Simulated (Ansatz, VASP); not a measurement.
# Sb in VASP and in Ansatz

INCAR

```
PREC     = Accurate       # precision mode
ENCUT    = 520            # plane-wave cutoff, eV
EDIFF    = 1E-7           # SCF threshold, eV
ISMEAR   = 0              # smearing method
SIGMA    = 0.1            # smearing width, eV
LREAL    = False          # projectors in reciprocal space
LASPH    = True           # aspherical terms in the spheres
NELM     = 80             # most SCF steps
ALGO     = Normal         # electronic algorithm
ISIF     = 2              # what is computed and relaxed
LWAVE    = False          # write WAVECAR
LCHARG   = False          # write CHGCAR
GGA      = PS             # functional
NBANDS   = 8              # bands
```

File KPOINTS:

```
regular mesh
0
Gamma
  18 18 18
```

The input POSCAR:

```
Sb
1.0
    3.0617437797      0.0000000000      0.0000000000
    0.0000000000      3.0617437797      0.0000000000
    0.0000000000      0.0000000000      3.0617437797
Sb
1
Direct
    0.0000000000      0.0000000000      0.0000000000
```

Input for Ansatz:

```yaml
crystal:
  lattice:
    - [3.0617437798, 0.0, 0.0]
    - [0.0, 3.0617437798, 0.0]
    - [0.0, 0.0, 3.0617437798]
  atoms:
    - { symbol: Sb, position: [0.0, 0.0, 0.0] }
basis:
  ecutwfc: 420
kpoints:
  mp_grid: { grid: [18, 18, 18] }
hamiltonian:
  xc: pbesol
scf:
  occupations: { method: gaussian, width: 0.1 }
output:
  forces: true
  stress: true
  eigenvalues: true
```

Alike in both runs: task single point; functional PBEsol; k mesh 18 × 18 × 18; occupations gaussian, width 0.1 eV; no spin polarisation.

|  | VASP | Ansatz |
| --- | --- | --- |
| version | VASP 6.6.1 | Ansatz 0.2.0 |
| potentials or method | VASP PAW PBE potentials, release 64 (Sb), cutoff 520 eV | scalar-relativistic, plane waves, PAW |
| valence electrons in the cell | 5 | 15 |

```csv
,VASP,Ansatz,Ansatz less VASP
gap on the k mesh at the Fermi level (eV),none,none,-
pressure (GPa),0.1,0.0,-0.13
```

VASP's potentials were made for PBE, not for PBEsol. A gap of «none» marks a metal or a gap that the smearing closes. VASP's potentials hold 5 valence electrons a cell and Ansatz's 15, so a difference there can come from the potentials and not from the codes.

Neither program's run includes spin-orbit coupling.
